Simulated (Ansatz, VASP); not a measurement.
**Al3GaN4: VASP beside Ansatz**

```
CELL_PARAMETERS angstrom
5.03808 0.00000 0.00005
0.00000 3.12495 0.00000
-0.00318 0.00000 5.32924
ATOMIC_POSITIONS crystal
Al 0.49976 0.50000 0.16773
Al 0.00008 0.50000 0.83457
Al 0.00045 0.00000 0.33112
Ga 0.49858 0.00000 0.66675
N 0.11114 0.00000 0.66779
N 0.12342 0.50000 0.16857
N 0.62611 0.50000 0.83916
N 0.62406 0.00000 0.32432
```

Alike in both runs: task single point; functional r2SCAN; k mesh 6 × 8 × 4; occupations gaussian, width 0.02 eV; no spin polarisation.

|  | VASP | Ansatz |
| --- | --- | --- |
| version | VASP 6.6.1 | Ansatz 0.2.0 |
| potentials or method | VASP PAW PBE potentials, release 64 (Al, Ga_d, N), cutoff 520 eV | scalar-relativistic, plane waves, PAW |
| valence electrons in the cell | 42 | 42 |

```tsv
	VASP	Ansatz	Ansatz less VASP
gap on the k mesh at the Fermi level (eV)	4.29	4.27	-0.019
least direct gap on the mesh (eV)	4.29	4.27	-0.019
pressure (GPa)	3.3	3.3	-0.02
traceless stress, the component that is largest in VASP (GPa)	2.81	2.78	-0.034
rms of the force components (eV/Å)	0.029	0.000	-0.0291
```

VASP's potentials were made for PBE, not for r2SCAN. Atom by atom the forces differ by 0.029 eV/Å (rms over components).
